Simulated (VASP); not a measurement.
# NaCl (R-3m) in VASP: a series of runs

Aim: see how the results for NaCl move with the level of theory and the settings. Levels: PBE, r2SCAN. Tasks: single point.

Everything below comes from runs of VASP 6.6.1. Logs are shortened: lines on timing, memory, paths and dates and some standing lists are left out, and cuts for length are marked.

### 1 The cell of the first run

Symmetry: R-3m, No. 166, trigonal system. The conventional cell has a = 4.122 Å, b = 4.122 Å, c = 9.399 Å, α = 90.00°, β = 90.00°, γ = 120.00°. Na (site symmetry -3m) has 6 Cl at 2.85 Å within 3.8 Å. Cl (site symmetry -3m) has 6 Na at 2.85 Å within 3.8 Å.

### 2 Single point, PBE (epitaxial 111 strain +4.0%)

INCAR reads:

```
SYSTEM = NaCl
  PREC = Accurate
  ENCUT = 520
  EDIFF = 1E-6
  ISMEAR = -1
  SIGMA = 0.02
  LREAL = .FALSE.
  LASPH = .TRUE.
  NELM = 100
  ALGO = Normal
  ISIF = 2
  LWAVE = .FALSE.
  LCHARG = .FALSE.
  GGA = PE
  NBANDS = 14
```

KPOINTS reads:

```
regular mesh
0
G
  8 8 8
  0 0 0
```

POSCAR reads:

```
NaCl
1.0
   -0.1342974646      2.7805093138      2.7805093138
    2.7805093138     -0.1342974646      2.7805093138
    2.7805093138      2.7805093138     -0.1342974646
Na Cl
1 1
Direct
    0.0000000000      0.0000000000      0.0000000000
    0.5000000000      0.5000000000      0.5000000000
```

Potentials or basis: VASP PAW PBE potentials, release 64 (Na_pv, Cl).

Command:

```
> cat potpaw_PBE.64/Na_pv/POTCAR potpaw_PBE.64/Cl/POTCAR > POTCAR
> mpirun -np 1 vasp_std > vasp.out
```

OUTCAR:

```text
SYSTEM = NaCl
   PREC = Accurate
   ENCUT = 520
   EDIFF = 1E-6
   ISMEAR = -1
   LREAL = .FALSE.
   LASPH = .TRUE.
   NELM = 100
   ISIF = 2
   GGA = PE

 ion  position               nearest neighbor table
   1  0.000  0.000  0.000-
   2  0.500  0.500  0.500-

  LATTYP: Found a trigonal (rhomboedric) cell.
 ALAT       =     3.9345266421
 COS(alpha) =     0.4511741474

  Lattice vectors:

 A1 = (  -0.1342974646,   2.7805093138,   2.7805093138)
 A2 = (   2.7805093138,  -0.1342974646,   2.7805093138)
 A3 = (   2.7805093138,   2.7805093138,  -0.1342974646)

Analysis of symmetry for initial positions (statically):
=====================================================================
 Subroutine PRICEL returns:
 Original cell was already a primitive cell.

 Routine SETGRP: Setting up the symmetry group for a
 trigonal (rhombohedral) supercell.

 Subroutine GETGRP returns: Found 12 space group operations
 (whereof 12 operations were pure point group operations)
 out of a pool of 12 trial point group operations.

The static configuration has the point symmetry D_3d.

Analysis of symmetry for dynamics (positions and initial velocities):
=====================================================================
 Subroutine PRICEL returns:
 Original cell was already a primitive cell.

 Routine SETGRP: Setting up the symmetry group for a
 trigonal (rhombohedral) supercell.

 Subroutine GETGRP returns: Found 12 space group operations
 (whereof 12 operations were pure point group operations)
 out of a pool of 12 trial point group operations.

The dynamic configuration has the point symmetry D_3d.

 Subroutine INISYM returns: Found 12 space group operations
 (whereof 12 operations are pure point group operations),
 and found     1 'primitive' translations

----------------------------------------------------------------------------------------

                                     Primitive cell

  volume of cell :      46.1060

  direct lattice vectors                    reciprocal lattice vectors
    -0.134297465  2.780509314  2.780509314    -0.167292832  0.175783083  0.175783083
     2.780509314 -0.134297465  2.780509314     0.175783083 -0.167292832  0.175783083
     2.780509314  2.780509314 -0.134297465     0.175783083  0.175783083 -0.167292832

  length of vectors
     3.934526642  3.934526642  3.934526642     0.299643581  0.299643581  0.299643581

  position of ions in fractional coordinates (direct lattice)
     0.000000000  0.000000000  0.000000000
     0.500000000  0.500000000  0.500000000

  ion indices of the primitive-cell ions
   primitive index   ion index
                 1           1
                 2           2

----------------------------------------------------------------------------------------

 KPOINTS: regular mesh

Automatic generation of k-mesh.
 Grid dimensions read from file:
 generate k-points for:    8    8    8

 Generating k-lattice:

  Cartesian coordinates                     Fractional coordinates (reciprocal lattice)
    -0.020911604  0.021972885  0.021972885     0.125000000 -0.000000000 -0.000000000
     0.021972885 -0.020911604  0.021972885    -0.000000000  0.125000000 -0.000000000
     0.021972885  0.021972885 -0.020911604    -0.000000000 -0.000000000  0.125000000

  Length of vectors
     0.037455448  0.037455448  0.037455448

  Shift w.r.t. Gamma in fractional coordinates (k-lattice)
     0.000000000  0.000000000  0.000000000

 Subroutine IBZKPT returns following result:
 ===========================================

 Found     65 irreducible k-points:

 Following reciprocal coordinates:
            Coordinates               Weight
  0.000000  0.000000  0.000000      1.000000
  0.125000 -0.000000 -0.000000      6.000000
  0.250000 -0.000000 -0.000000      6.000000
  0.375000  0.000000 -0.000000      6.000000
  0.500000 -0.000000 -0.000000      3.000000
  0.125000  0.125000 -0.000000      6.000000
[... 16 lines left out ...]
  0.250000  0.125000  0.125000      6.000000
  0.375000  0.125000  0.125000      6.000000
 [... further k-points ...]
   k-points           NKPTS =     65   k-points in BZ     NKDIM =     65   number of bands    NBANDS=     14
   number of dos      NEDOS =    301   number of ions     NIONS =      2
   total plane-waves  NPLWV =  27000
   dimension x,y,z NGX =    30 NGY =   30 NGZ =   30
   dimension x,y,z NGXF=    60 NGYF=   60 NGZF=   60
   ions per type =               1   1
   NGX,Y,Z   is equivalent  to a cutoff of  12.68, 12.68, 12.68 a.u.
   NGXF,Y,Z  is equivalent  to a cutoff of  25.35, 25.35, 25.35 a.u.
 SYSTEM =  NaCl
   PREC   = accura    normal or accurate (medium, high low for compatibility)
   ISTART =      0    job   : 0-new  1-cont  2-samecut
   ICHARG =      2    charge: 1-file 2-atom 10-const
   ISPIN  =      1    spin polarized calculation?
   LNONCOLLINEAR =      F non collinear calculations
   LSORBIT =      F    spin-orbit coupling
   LASPH  =      T    aspherical Exc in radial PAW
   ENCUT  =  520.0 eV  38.22 Ry    6.18 a.u.   7.32  7.32  7.32*2*pi/ulx,y,z
   NELM   =    100;   NELMIN=  2; NELMDL= -5     # of ELM steps
   EDIFF  = 0.1E-05   stopping-criterion for ELM
   LREAL  =      F    real-space projection
   EDIFFG = 0.1E-04   stopping-criterion for IOM
   NSW    =      0    number of steps for IOM
   IBRION =     -1    ionic relax: 0-MD 1-quasi-New 2-CG
   NFREE  =      0    steps in history (QN), initial steepest desc. (CG)
   ISIF   =      2    stress and relaxation
   ISYM   =      2    0-nonsym 1-usesym 2-fastsym
   POTIM  = 0.5000    time-step for ionic-motion
   TEBEG  =    0.0;   TEEND  =   0.0 temperature during run
   PSTRESS=    0.0 pullay stress
   NELECT =      14.0000    total number of electrons
   NUPDOWN=      -1.0000    fix difference up-down
   EMIN   =  10.00;   EMAX   =-10.00  energy-range for DOS
   EFERMI =   0.00;   METHOD = LEGACY
   ISMEAR =    -1;   SIGMA  =   0.02  broadening in eV -4-tet -1-fermi 0-gaus
   EFERMI_NEDOS =   21; number of points for ismear=-14 and -15
   IALGO  =     38    algorithm
   IMIX   =      4    mixing-type and parameters
     AMIX     =   0.40;   BMIX     =  1.00
     AMIX_MAG =   1.60;   BMIX_MAG =  1.00
  volume/ion in A,a.u.               =      23.05       155.57
  Fermi-wavevector in a.u.,A,eV,Ry     =   1.100352  2.079365 16.473602  1.210776
  Thomas-Fermi vector in A             =   2.236762
   LORBIT       =      0    0 simple, 1 ext, 2 COOP (PROOUT), +10 PAW based schemes
   GGA     = PE    functional components
   LHFCALC =     F    Hartree Fock is set to
   AEXX    =    0.0000 exact exchange contribution
   IVDW    =     0    specifies the selected vdW correction
   LEPSILON=     F    determine dielectric tensor
   LRPA    =     F    only Hartree local field effects (RPA)
 non-spin polarized calculation
  energy-cutoff  :      520.00
  volume of cell :       46.11
 maximum number of plane-waves:      1260
 NGX is ok and might be reduce to    30
   NGX = 15   NGY = 15   NGZ = 15

 number of electron      13.9999993 magnetization

 Free energy of the ion-electron system (eV)
  ---------------------------------------------------
  ext. energy  EPLUGINS =         0.00000000
  ---------------------------------------------------
  free energy    TOTEN  =        -6.76668284 eV

  energy without entropy =       -6.76668284  energy(sigma->0) =       -6.76668284

 E-fermi :  -0.2544     XC(G=0):  -8.0502

 val. band max:       -0.7202283027   @ k =   0.0000   0.0000   0.0000
 cond. band min:       4.0976050857   @ k =   0.0000   0.0000   0.0000
 fundamental gap:      4.8178333884
 Fermi energy:        -0.2543915205

 k-point     1 :       0.0000    0.0000    0.0000
  band No.  band energies     occupation
      1     -21.7808      2.00000
      2     -21.7704      2.00000
      3     -21.7704      2.00000
      4     -13.4769      2.00000
      5      -0.9504      2.00000
      6      -0.9504      2.00000
      7      -0.7202      2.00000
      8       4.0976      0.00000
      9       9.8949      0.00000
     10       9.8949      0.00000
     11      10.9211      0.00000
     12      12.3715      0.00000
     13      12.3715      0.00000
     14      13.8477      0.00000

 k-point     2 :       0.1250   -0.0000   -0.0000
  band No.  band energies     occupation
      1     -21.7819      2.00000
      2     -21.7733      2.00000
      3     -21.7705      2.00000
      4     -13.4355      2.00000
      5      -1.2773      2.00000
      6      -0.9801      2.00000
      7      -0.7802      2.00000
      8       4.5740      0.00000
      9       9.4979      0.00000
     10      10.0767      0.00000
     11      10.9980      0.00000
     12      12.0417      0.00000
     13      12.1981      0.00000
     14      14.7617      0.00000

 k-point     3 :       0.2500   -0.0000   -0.0000
  band No.  band energies     occupation
      1     -21.7870      2.00000
      2     -21.7778      2.00000
      3     -21.7708      2.00000
      4     -13.3330      2.00000
      5      -1.9608      2.00000
      6      -1.0497      2.00000
      7      -0.8764      2.00000
      8       5.5466      0.00000
      9       8.9677      0.00000
     10      10.2391      0.00000
     11      10.9305      0.00000
     12      12.0443      0.00000
     13      12.6254      0.00000
     14      14.6103      0.00000
[... 324 lines left out ...]
 k-point    23 :       0.2500    0.1250    0.1250
  band No.  band energies     occupation
      1     -21.7885      2.00000
      2     -21.7739      2.00000
      3     -21.7705      2.00000
      4     -13.3608      2.00000
      5      -1.5980      2.00000
      6      -1.0400      2.00000
      7      -1.0124      2.00000
      8       5.2567      0.00000
      9       9.2062      0.00000
     10      10.4508      0.00000
     11      10.5321      0.00000
     12      11.1704      0.00000
     13      12.5633      0.00000
     14      15.5102      0.00000

 k-point    24 :       0.3750    0.1250    0.1250
  band No.  band energies     occupation
      1     -21.7934      2.00000
      2     -21.7782      2.00000
      3     -21.7708      2.00000
      4     -13.2587      2.00000
      5      -2.1936      2.00000
      6      -1.1402      2.00000
      7      -1.0813      2.00000
      8       6.2252      0.00000
      9       8.6958      0.00000
     10      10.1652      0.00000
     11      10.4650      0.00000
     12      11.4852      0.00000
     13      13.8935      0.00000
     14      15.5496      0.00000

 [... further k-points ...]

------------------------ aborting loop because EDIFF is reached ----------------------------------------

  FORCE on cell =-STRESS in cart. coord.  units (eV):
  Direction    XX          YY          ZZ          XY          YZ          ZX
  --------------------------------------------------------------------------------------
  -------------------------------------------------------------------------------------
  Total       -0.0006554     -0.0006554     -0.0006554      0.1500301      0.1500301      0.1500301
  in kB       -0.0227744     -0.0227744     -0.0227744      5.2135315      5.2135315      5.2135315
  external PRESSURE =      -0.0227744 kB  Pullay stress =       0.0000000 kB

 VOLUME and BASIS-vectors are now :
 -----------------------------------------------------------------------------
  energy-cutoff  :      520.00
  volume of cell :       46.11
      direct lattice vectors                 reciprocal lattice vectors
    -0.134297465  2.780509314  2.780509314    -0.167292832  0.175783083  0.175783083
     2.780509314 -0.134297465  2.780509314     0.175783083 -0.167292832  0.175783083
     2.780509314  2.780509314 -0.134297465     0.175783083  0.175783083 -0.167292832

 POSITION                                       TOTAL-FORCE (eV/Angst)
 -----------------------------------------------------------------------------------
      0.00000      0.00000      0.00000         0.000000      0.000000     -0.000000
      2.71336      2.71336      2.71336         0.000000      0.000000      0.000000
 -----------------------------------------------------------------------------------
    total drift:                               -0.000000      0.000000      0.000000

  FREE ENERGIE OF THE ION-ELECTRON SYSTEM (eV)
  ---------------------------------------------------
  free  energy   TOTEN  =        -6.7666828380 eV

  energy  without entropy=       -6.7666828380  energy(sigma->0) =       -6.76668284
```

Wall time 15 s (1 thread of Intel Xeon 6975P-C (Granite Rapids), shared host); peak memory 0.18 GiB.

What came out:

- Free energy: -6.7667 eV
- Pressure: 0.0 GPa
- Band gap on the k mesh: 4.82 eV, direct

Levels at points of the mesh, in eV from the valence-band top:
```
           k point  band 4  band 5  band 6  band 7  band 8  band 9  band 10  band 11
(0.00, 0.00, 0.00)  -12.76   -0.23   -0.23    0.00    4.82   10.62    10.62    11.64
(0.50, 0.00, 0.00)  -12.46   -2.02   -0.42   -0.28    7.10   10.05    10.60    11.21
(0.50, 0.50, 0.00)  -12.40   -1.75   -0.85   -0.59    7.22    8.02    10.92    14.08
(0.50, 0.50, 0.50)  -12.39   -1.94   -0.55   -0.55    6.92   10.35    10.35    10.72
```

Caveat: the cell differs from its parent crystal (epitaxial 111 strain +4.0%).

(Continued in part 2 of 2.)
